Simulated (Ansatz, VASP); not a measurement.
InSb: VASP beside Ansatz

INCAR

```
SYSTEM = InSb
ALGO = Normal
EDIFF = 1E-7
ENCUT = 520
GGA = PS
ISIF = 2
ISMEAR = 0
LASPH = .True.
LCHARG = .False.
LREAL = .False.
LWAVE = .False.
NBANDS = 16
NELM = 60
PREC = Accurate
SIGMA = 0.15
```

File KPOINTS:

```
k-points
0
Gamma
  12 12 12
  0 0 0
```

POSCAR

```
InSb
1.0
    0.0000000000      2.9799720000      3.2391000000
    2.9799720000      0.0000000000      3.2391000000
    2.9799720000      2.9799720000      0.0000000000
In Sb
1 1
Direct
    0.0000000000      0.0000000000      0.0000000000
    0.7500000000      0.7500000000      0.7500000000
```

Input for Ansatz:

```yaml
crystal:
  lattice:
    - [0.0, 2.979972, 3.2391]
    - [2.979972, 0.0, 3.2391]
    - [2.979972, 2.979972, 0.0]
  atoms:
    - { symbol: In, position: [0.0, 0.0, 0.0] }
    - { symbol: Sb, position: [0.75, 0.75, 0.75] }
basis:
  ecutwfc: 420
kpoints:
  mp_grid: { grid: [12, 12, 12] }
hamiltonian:
  xc: pbesol
scf:
  occupations: { method: gaussian, width: 0.15 }
output:
  forces: true
  stress: true
  eigenvalues: true
```

Change from the starting cell: strain -0.080 along x and y, +0.000 along z, atoms carried along.

Alike in both runs: task single point; functional PBEsol; k mesh 12 × 12 × 12; occupations gaussian, width 0.15 eV; no spin polarisation.

```csv
,VASP,Ansatz
version,VASP 6.6.1,Ansatz 0.2.0
potentials or method,"VASP PAW PBE potentials, release 64 (In_d, Sb), cutoff 520 eV","scalar-relativistic, plane waves, PAW"
valence electrons in the cell,18,28
```

```csv
,VASP,Ansatz,Ansatz less VASP
gap on the k mesh at the Fermi level (eV),0.47,0.48,+0.015
least direct gap on the mesh (eV),0.51,0.49,-0.016
pressure (GPa),12.2,12.2,-0.05
"traceless stress, the component that is largest in VASP (GPa)",-1.54,-1.54,+0.005
```

VASP's potentials were made for PBE, not for PBEsol. The functional is the same, so the differences come from potentials, cutoffs and numerics. VASP's potentials hold 18 valence electrons a cell and Ansatz's 28, so a difference there can come from the potentials and not from the codes.

Neither program's run includes spin-orbit coupling.
